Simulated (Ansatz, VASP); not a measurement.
# Two plane-wave programs on BaTiO3

Contents of POSCAR:

```
BaTiO3
1.0
    3.9723167996      0.0000000000      0.0000000000
    0.0000000000      3.9723167996      0.0000000000
    0.0000000000      0.0000000000      4.1123825565
Ba Ti O
1 1 3
Direct
    0.0000000000      0.0000000000      0.9926109048
    0.5000000000      0.5000000000      0.4745255192
    0.5000000000      0.5000000000     -0.0413767078
    0.5000000000      0.0000000000      0.5146449361
    0.0000000000      0.5000000000      0.5146449361
```

File INCAR.step1:

```
PREC     = Accurate       # precision mode
ENCUT    = 520            # plane-wave cutoff, eV
ISMEAR   = 0              # smearing method
SIGMA    = 0.05           # smearing width, eV
LREAL    = F              # projectors in reciprocal space
LASPH    = T              # aspherical terms in the spheres
NELM     = 100            # most SCF steps
NBANDS   = 28             # bands
GGA      = PE             # functional
ALGO     = Normal         # electronic algorithm
EDIFF    = 1E-4           # SCF threshold, eV
LWAVE    = T              # write WAVECAR
LCHARG   = F              # write CHGCAR
```

The input INCAR.step2:

```
PREC     = Accurate       # precision mode
ENCUT    = 520            # plane-wave cutoff, eV
EDIFF    = 1E-6           # SCF threshold, eV
ISMEAR   = 0              # smearing method
SIGMA    = 0.05           # smearing width, eV
LREAL    = F              # projectors in reciprocal space
LASPH    = T              # aspherical terms in the spheres
NELM     = 100            # most SCF steps
ALGO     = Normal         # electronic algorithm
ISIF     = 2              # what is computed and relaxed
LWAVE    = F              # write WAVECAR
LCHARG   = T              # write CHGCAR
METAGGA  = R2SCAN         # meta-GGA
LMIXTAU  = T            
LELF     = T              # ELF
LVHAR    = T            
NBANDS   = 28             # bands
ISTART   = 1
```

Contents of KPOINTS:

```
regular mesh
0
Gamma
  8 8 8
```

Input for Ansatz:

```yaml
crystal:
  lattice:
    - [3.9723167996, 0.0, 0.0]
    - [0.0, 3.9723167996, 0.0]
    - [0.0, 0.0, 4.1123825565]
  atoms:
    - { symbol: Ba, position: [0.0, 0.0, 0.9926109048] }
    - { symbol: Ti, position: [0.5, 0.5, 0.4745255192] }
    - { symbol: O, position: [0.5, 0.5, -0.0413767078] }
    - { symbol: O, position: [0.5, 0.0, 0.5146449361] }
    - { symbol: O, position: [0.0, 0.5, 0.5146449361] }
basis:
  ecutwfc: 500
kpoints:
  mp_grid: { grid: [8, 8, 8] }
hamiltonian:
  xc: r2scan
scf:
  occupations: { method: gaussian, width: 0.05 }
output:
  forces: true
  stress: true
  eigenvalues: true
  write_density: true
  write_potential: true
  elf: true
  volumetric_format: npy
```

Alike in both runs: task single point; functional r2SCAN; k mesh 8 × 8 × 8; occupations gaussian, width 0.05 eV; no spin polarisation.

|  | VASP | Ansatz |
| --- | --- | --- |
| version | VASP 6.6.1 | Ansatz 0.2.0 |
| potentials or method | VASP PAW PBE potentials, release 64 (Ba_sv, Ti_sv, O), cutoff 520 eV | scalar-relativistic, plane waves, PAW |
| valence electrons in the cell | 40 | 40 |

```tsv
	VASP	Ansatz	Ansatz less VASP
gap on the k mesh at the Fermi level (eV)	2.07	2.08	+0.014
least direct gap on the mesh (eV)	2.24	2.22	-0.020
pressure (GPa)	-0.8	-2.7	-1.89
traceless stress, the component that is largest in VASP (GPa)	-4.67	-4.53	+0.137
rms of the force components (eV/Å)	0.730	0.726	-0.0033
```

VASP's potentials were made for PBE, not for r2SCAN. Atom by atom the forces differ by 0.021 eV/Å (rms over components).

Spin-orbit coupling is off throughout.
